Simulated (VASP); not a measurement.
**CaSe: single point with PBEsol**

CaSe:

```
Ca Se
1.0
     4.96119    0.00000    0.00000
    -2.48059    4.29651    0.00000
     0.00000    0.00000    5.80890
Ca Se
2 2
Cartesian
  2.4806 1.4322 2.5418
  0.0000 2.8643 5.4462
  0.0000 2.8643 2.5410
  2.4806 1.4322 5.4454
```

```json
{
  "Program": "VASP 6.6.1",
  "Task": "single point",
  "Functional": "PBEsol",
  "Potentials or basis": "VASP PAW PBE potentials, release 64 (Ca_sv, Se)",
  "Cutoff": "520 eV",
  "k mesh": "6 × 6 × 6",
  "Occupations": "gaussian, width 0.02 eV",
  "Spin": "no spin polarisation",
  "Dipole correction": "no",
  "Further INCAR settings": "ALGO = Normal; EDIFF = 1e-06; NBANDS = 24"
}
```

| Quantity | Value |
| --- | --- |
| Pressure | 0.2 GPa |
| Band gap on the k mesh | 2.30 eV, indirect (least direct gap 2.46 eV) |

Forces in eV/Å, atoms in the order of the input:
```
Ca   0.000  0.000 -0.003
Ca   0.000  0.000 -0.003
Se   0.000  0.000  0.003
Se   0.000  0.000  0.003
```

Levels at points of the mesh, in eV from the valence-band top:
```csv
k point,band 12,band 13,band 14,band 15,band 16,band 17,band 18,band 19,band 20,band 21
"(0.00, 0.00, 0.00)",-1.64,-1.64,-1.14,-1.14,0.00,2.46,3.47,3.47,4.37,4.92
"(0.50, 0.00, 0.00)",-1.69,-1.65,-1.53,-1.07,-0.54,2.93,3.17,3.63,4.53,4.57
"(0.00, 0.00, 0.50)",-2.06,-1.48,-1.48,-1.48,-1.48,3.69,3.69,4.97,4.97,4.97
"(0.50, 0.00, 0.50)",-2.80,-1.30,-1.30,-1.14,-1.14,3.50,3.50,4.65,4.65,5.24
```

It took 81 s on 1 thread of Intel(R) Xeon(R) Platinum 8488C (Sapphire Rapids), with other jobs on the host, peak memory 0.29 GiB.

Caveat: the PAW data sets were made with another functional, which shifts forces and pressure a little. A hybrid or GW would open this gap; PBEsol tends to underestimate it.
